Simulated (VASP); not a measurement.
# Ga3Se (P4/mmm) in VASP: notebook

Ga3Se is run at these levels: PBE+D3(BJ); tasks: single point.

All numbers are computed with VASP 6.6.1; they aren't measurements. Logs are shortened: lines on timing, memory, paths and dates and some standing lists are left out, and cuts for length are marked.

### 1 The cell of the first run

It takes space group P4/mmm (No. 123, tetragonal). Conventional cell: a = 4.453 Å, b = 4.453 Å, c = 4.259 Å, α = 90.00°, β = 90.00°, γ = 90.00°. Within 4.5 Å of Ga (site symmetry mmm) lie 14 Ga at 3.08 to 4.45 Å and 4 Se at 3.08 Å. Within 4.5 Å of Ga (site symmetry 4/mmm) lie 14 Ga at 3.08 to 4.45 Å and 4 Se at 3.15 Å. Se (site symmetry 4/mmm) has 12 Ga at 3.08 to 3.15 Å and 6 Se at 4.26 to 4.45 Å within 4.5 Å.

### 2 Single point, PBE+D3(BJ) (strain +0.030 along x and y, -0.015 along z)

INCAR

```
SYSTEM = Ga3Se
ALGO = Normal
EDIFF = 1E-7
ENCUT = 520
GGA = PE
ISIF = 2
ISMEAR = 0
IVDW = 12
LASPH = .True.
LCHARG = .False.
LREAL = .False.
LWAVE = .False.
NBANDS = 30
NELM = 60
PREC = Accurate
SIGMA = 0.15
```

KPOINTS

```
k-points
0
Gamma
  12 12 12
  0 0 0
```

POSCAR

```
Ga3Se
1.0
    4.4533186252      0.0000000000      0.0000000000
    0.0000000000      4.4533186252      0.0000000000
    0.0000000000      0.0000000000      4.2587561610
Ga Se
3 1
Direct
    0.0000000000      0.5000000000      0.5000000000
    0.5000000000      0.0000000000      0.5000000000
    0.5000000000      0.5000000000      0.0000000000
    0.0000000000      0.0000000000      0.0000000000
```

Potentials or basis: VASP PAW PBE potentials, release 64 (Ga_d, Se).

Run with:

```sh
$ cat potpaw_PBE.64/Ga_d/POTCAR potpaw_PBE.64/Se/POTCAR > POTCAR
$ mpirun -np 1 vasp_std > vasp.out
```

OUTCAR:

```text
SYSTEM = Ga3Se
   EDIFF = 1E-7
   ENCUT = 520
   GGA = PE
   ISIF = 2
   ISMEAR = 0
   IVDW = 12
   LASPH = .True.
   LREAL = .False.
   NELM = 60
   PREC = Accurate
 IVDW          = 12

 ion  position               nearest neighbor table
   1  0.000  0.500  0.500-
   2  0.500  0.000  0.500-
   3  0.500  0.500  0.000-
   4  0.000  0.000  0.000-

  LATTYP: Found a simple tetragonal cell.
 ALAT       =     4.4533186252
 C/A-ratio  =     0.9563106796

  Lattice vectors:

 A1 = (   4.4533186252,   0.0000000000,   0.0000000000)
 A2 = (   0.0000000000,   4.4533186252,   0.0000000000)
 A3 = (   0.0000000000,   0.0000000000,   4.2587561610)

Analysis of symmetry for initial positions (statically):
=====================================================================
 Subroutine PRICEL returns:
 Original cell was already a primitive cell.

 Routine SETGRP: Setting up the symmetry group for a
 simple tetragonal supercell.

 Subroutine GETGRP returns: Found 16 space group operations
 (whereof 16 operations were pure point group operations)
 out of a pool of 16 trial point group operations.

The static configuration has the point symmetry D_4h.

Analysis of symmetry for dynamics (positions and initial velocities):
=====================================================================
 Subroutine PRICEL returns:
 Original cell was already a primitive cell.

 Routine SETGRP: Setting up the symmetry group for a
 simple tetragonal supercell.

 Subroutine GETGRP returns: Found 16 space group operations
 (whereof 16 operations were pure point group operations)
 out of a pool of 16 trial point group operations.

The dynamic configuration has the point symmetry D_4h.

 Subroutine INISYM returns: Found 16 space group operations
 (whereof 16 operations are pure point group operations),
 and found     1 'primitive' translations

----------------------------------------------------------------------------------------

                                     Primitive cell

  volume of cell :      84.4599

  direct lattice vectors                    reciprocal lattice vectors
     4.453318625  0.000000000  0.000000000     0.224551640  0.000000000  0.000000000
[... 86 lines left out ...]
   LSORBIT =      F    spin-orbit coupling
   LASPH  =      T    aspherical Exc in radial PAW
   ENCUT  =  520.0 eV  38.22 Ry    6.18 a.u.   8.28  8.28  7.92*2*pi/ulx,y,z
   NELM   =     60;   NELMIN=  2; NELMDL= -5     # of ELM steps
   EDIFF  = 0.1E-06   stopping-criterion for ELM
   LREAL  =      F    real-space projection
   EDIFFG = 0.1E-05   stopping-criterion for IOM
   NSW    =      0    number of steps for IOM
   IBRION =     -1    ionic relax: 0-MD 1-quasi-New 2-CG
   NFREE  =      0    steps in history (QN), initial steepest desc. (CG)
   ISIF   =      2    stress and relaxation
   ISYM   =      2    0-nonsym 1-usesym 2-fastsym
   POTIM  = 0.5000    time-step for ionic-motion
   TEBEG  =    0.0;   TEEND  =   0.0 temperature during run
   PSTRESS=    0.0 pullay stress
   NELECT =      45.0000    total number of electrons
   NUPDOWN=      -1.0000    fix difference up-down
   EMIN   =  10.00;   EMAX   =-10.00  energy-range for DOS
   EFERMI =   0.00;   METHOD = LEGACY
   ISMEAR =     0;   SIGMA  =   0.15  broadening in eV -4-tet -1-fermi 0-gaus
   EFERMI_NEDOS =   21; number of points for ismear=-14 and -15
   IALGO  =     38    algorithm
   IMIX   =      4    mixing-type and parameters
     AMIX     =   0.40;   BMIX     =  1.00
     AMIX_MAG =   1.60;   BMIX_MAG =  1.00
  volume/ion in A,a.u.               =      21.11       142.49
  Fermi-wavevector in a.u.,A,eV,Ry     =   1.327177  2.508001 23.965291  1.761399
  Thomas-Fermi vector in A             =   2.456509
   LORBIT       =      0    0 simple, 1 ext, 2 COOP (PROOUT), +10 PAW based schemes
   GGA     = PE    functional components
   LHFCALC =     F    Hartree Fock is set to
   AEXX    =    0.0000 exact exchange contribution
   IVDW    =    12    specifies the selected vdW correction
   LEPSILON=     F    determine dielectric tensor
   LRPA    =     F    only Hartree local field effects (RPA)
 non-spin polarized calculation
 Gauss-broadening in eV      SIGMA  =   0.15
  energy-cutoff  :      520.00
  volume of cell :       84.46
 maximum number of plane-waves:      2304
 NGX is ok and might be reduce to    36
   NGX = 17   NGY = 17   NGZ = 15

 number of electron      44.9999965 magnetization

 Free energy of the ion-electron system (eV)
  ---------------------------------------------------
  ext. energy  EPLUGINS =         0.00000000
  ---------------------------------------------------
  free energy    TOTEN  =       -12.42638263 eV

  energy without entropy =      -12.41219336  energy(sigma->0) =      -12.41928799

 E-fermi :   4.8985     XC(G=0): -10.4144

 val. band max:        4.8862835719   @ k =   0.4167   0.2500   0.2500
 cond. band min:       4.9025097855   @ k =   0.2500   0.1667   0.4167
 fundamental gap:      0.0162262136
 Fermi energy:         4.8984757556

 k-point     1 :       0.0000    0.0000    0.0000
  band No.  band energies     occupation
      1     -10.1605      2.00000
      2     -10.1383      2.00000
      3     -10.1383      2.00000
      4     -10.1171      2.00000
      5     -10.0921      2.00000
      6     -10.0610      2.00000
[... 781 lines left out ...]
     29       9.4285      0.00000
     30      10.5530      0.00000

 [... further k-points ...]

------------------------ aborting loop because EDIFF is reached ----------------------------------------

 Edisp (eV)   -1.20888

 E8    (eV) :    -0.5437

  FORCE on cell =-STRESS in cart. coord.  units (eV):
  Direction    XX          YY          ZZ          XY          YZ          ZX
  --------------------------------------------------------------------------------------
  -------------------------------------------------------------------------------------
  Total      -0.93125    -0.93125    -0.83983     0.00000     0.00000     0.00000
  in kB     -17.66552   -17.66552   -15.93136     0.00000     0.00000     0.00000
  external pressure =      -17.09 kB  Pullay stress =        0.00 kB

 VOLUME and BASIS-vectors are now :
 -----------------------------------------------------------------------------
  energy-cutoff  :      520.00
  volume of cell :       84.46
      direct lattice vectors                 reciprocal lattice vectors
     4.453318625  0.000000000  0.000000000     0.224551640  0.000000000  0.000000000
     0.000000000  4.453318625  0.000000000     0.000000000  0.224551640  0.000000000
     0.000000000  0.000000000  4.258756161     0.000000000  0.000000000  0.234810344

 POSITION                                       TOTAL-FORCE (eV/Angst)
 -----------------------------------------------------------------------------------
      0.00000      2.22666      2.12938         0.000000      0.000000      0.000000
      2.22666      0.00000      2.12938         0.000000      0.000000      0.000000
      2.22666      2.22666      0.00000         0.000000      0.000000      0.000000
      0.00000      0.00000      0.00000         0.000000      0.000000      0.000000
 -----------------------------------------------------------------------------------
    total drift:                                0.000000      0.000000      0.000000

  FREE ENERGIE OF THE ION-ELECTRON SYSTEM (eV)
  ---------------------------------------------------
  free  energy   TOTEN  =       -13.6352630026 eV

  energy  without entropy=      -13.6210737315  energy(sigma->0) =      -13.62816837
```

Wall time 4.6 min (1 thread of Intel Xeon Platinum 8488C (Sapphire Rapids), shared host); peak memory 0.51 GiB.

What came out:

```
Free energy                : -13.6353 eV
Pressure                   : -1.7 GPa
Band gap on the k mesh     : zero (an odd number of electrons rules out a gap without spin polarisation)
Dispersion energy per atom : -0.302 eV
```

Caveat: the cell differs from its parent crystal (strain +0.030 along x and y, -0.015 along z).

### 3 Single point, PBE+D3(BJ) (strain +0.030 along x and y, +0.000 along z)

INCAR

```
SYSTEM = Ga3Se
ALGO = Normal ; EDIFF = 1E-7
ENCUT = 520 ; GGA = PE
ISIF = 2 ; ISMEAR = 0
IVDW = 12 ; LASPH = .True.
LCHARG = .False. ; LREAL = .False.
LWAVE = .False. ; NBANDS = 30
NELM = 60 ; PREC = Accurate
SIGMA = 0.15
```

KPOINTS is that of step 2.

POSCAR, as its differences from that of step 2:

```diff
@@ -4,3 +4,3 @@
     0.0000000000      4.4533186252      0.0000000000
-    0.0000000000      0.0000000000      4.2587561610
+    0.0000000000      0.0000000000      4.3236103157
 Ga Se
```

Potentials or basis: VASP PAW PBE potentials, release 64 (Ga_d, Se).

Run with:

```sh
$ cat potpaw_PBE.64/Ga_d/POTCAR potpaw_PBE.64/Se/POTCAR > POTCAR
$ mpirun -np 1 vasp_std > vasp.out
```

Wall time 4.7 min (1 thread of Intel Xeon Platinum 8488C (Sapphire Rapids), shared host); peak memory 0.52 GiB.

Results (log left out):

* Free energy: -13.6199 eV
* Pressure: -2.3 GPa
* Band gap on the k mesh: zero (an odd number of electrons rules out a gap without spin polarisation)
* Dispersion energy per atom: -0.298 eV

Levels at points of the mesh, in eV from the Fermi level:
```tsv
k point	band 18	band 19	band 20	band 21	band 22	band 23	band 24	band 25	band 26	band 27
(0.00, 0.00, 0.00)	-3.86	-3.86	-3.63	-2.98	-2.63	1.59	1.59	1.69	4.46	4.46
(0.50, 0.00, 0.00)	-5.25	-2.94	-2.73	-2.10	-0.97	-0.42	-0.09	1.24	3.99	4.29
(0.50, 0.50, 0.00)	-6.94	-6.51	-2.13	-0.60	-0.48	-0.48	1.70	1.81	1.81	2.02
(0.00, 0.00, 0.50)	-5.31	-2.84	-2.84	-2.21	-1.13	-0.29	-0.29	1.04	4.07	4.07
(0.50, 0.00, 0.50)	-6.83	-6.39	-2.23	-0.88	-0.81	-0.75	1.27	1.59	1.61	1.82
(0.50, 0.50, 0.50)	-5.07	-5.07	-4.98	-4.93	-4.93	-3.53	3.89	3.89	4.31	8.38
```

Caveat: the cell differs from its parent crystal (strain +0.030 along x and y, +0.000 along z).

### 4 Single point, PBE+D3(BJ) (strain +0.015 along x and y, +0.030 along z)

INCAR

```
ALGO = Normal ; EDIFF = 1E-6
ENCUT = 520 ; GGA = PE
ISIF = 2 ; ISMEAR = 0
IVDW = 12 ; LASPH = T
LCHARG = T ; LELF = T
LREAL = F ; LVHAR = T
LWAVE = F ; NBANDS = 30
NELM = 80 ; PREC = Accurate
SIGMA = 0.15
```

KPOINTS

```
k-points
0
Gamma
  12 12 12
```

POSCAR

```
Ga3Se
1.0
    4.3884644704      0.0000000000      0.0000000000
    0.0000000000      4.3884644704      0.0000000000
    0.0000000000      0.0000000000      4.4533186252
Ga Se
3 1
Direct
    0.0000000000      0.5000000000      0.5000000000
    0.5000000000      0.0000000000      0.5000000000
    0.5000000000      0.5000000000      0.0000000000
    0.0000000000      0.0000000000      0.0000000000
```

Run with:

```sh
$ cat potpaw_PBE.64/Ga_d/POTCAR potpaw_PBE.64/Se/POTCAR > POTCAR
$ mpirun -np 1 vasp_std > vasp.out
```

It took 4.6 min on 1 thread of Intel Xeon Platinum 8488C (Sapphire Rapids), shared host; peak memory 0.53 GiB.

Results (log left out):

```
Free energy                : -13.6194 eV
Pressure                   : -2.3 GPa
Band gap on the k mesh     : zero (an odd number of electrons rules out a gap without spin polarisation)
Dispersion energy per atom : -0.298 eV
```

Levels at points of the mesh, in eV from the Fermi level:
```csv
k point,band 18,band 19,band 20,band 21,band 22,band 23,band 24,band 25,band 26,band 27
"(0.00, 0.00, 0.00)",-3.86,-3.75,-3.75,-2.89,-2.72,1.61,1.64,1.64,4.44,4.48
"(0.50, 0.00, 0.00)",-5.28,-2.89,-2.79,-2.14,-1.06,-0.35,-0.19,1.14,4.11,4.18
"(0.50, 0.50, 0.00)",-6.84,-6.39,-2.23,-0.88,-0.78,-0.78,1.27,1.60,1.60,1.82
"(0.00, 0.00, 0.50)",-5.24,-2.84,-2.84,-2.05,-1.03,-0.26,-0.26,1.23,3.99,4.32
"(0.50, 0.00, 0.50)",-6.88,-6.45,-2.18,-0.74,-0.65,-0.61,1.48,1.70,1.71,1.92
"(0.50, 0.50, 0.50)",-5.07,-5.07,-4.95,-4.95,-4.92,-3.53,3.90,4.10,4.10,8.51
```

Caveat: the cell differs from its parent crystal (strain +0.015 along x and y, +0.030 along z).

### 5 The runs side by side

| cell | gap on the mesh (eV) | pressure (GPa) |
| --- | --- | --- |
| a = 4.453, b = 4.453, c = 4.259 Å, 4 atoms | none | -1.7 |
| a = 4.453, b = 4.453, c = 4.324 Å, 4 atoms | none | -2.3 |
| a = 4.388, b = 4.388, c = 4.453 Å, 4 atoms | none | -2.3 |

Alike in all rows: task single point; level PBE+D3(BJ); potentials or basis VASP PAW PBE potentials, release 64 (Ga_d, Se); no spin polarisation; k mesh 12 × 12 × 12; cutoff (eV) 520; smearing gaussian 0.15 eV.

Absolute energies hang on the potentials; compare differences alone.

The gap in the log of VASP goes by the Fermi energy; the results here count the filled bands.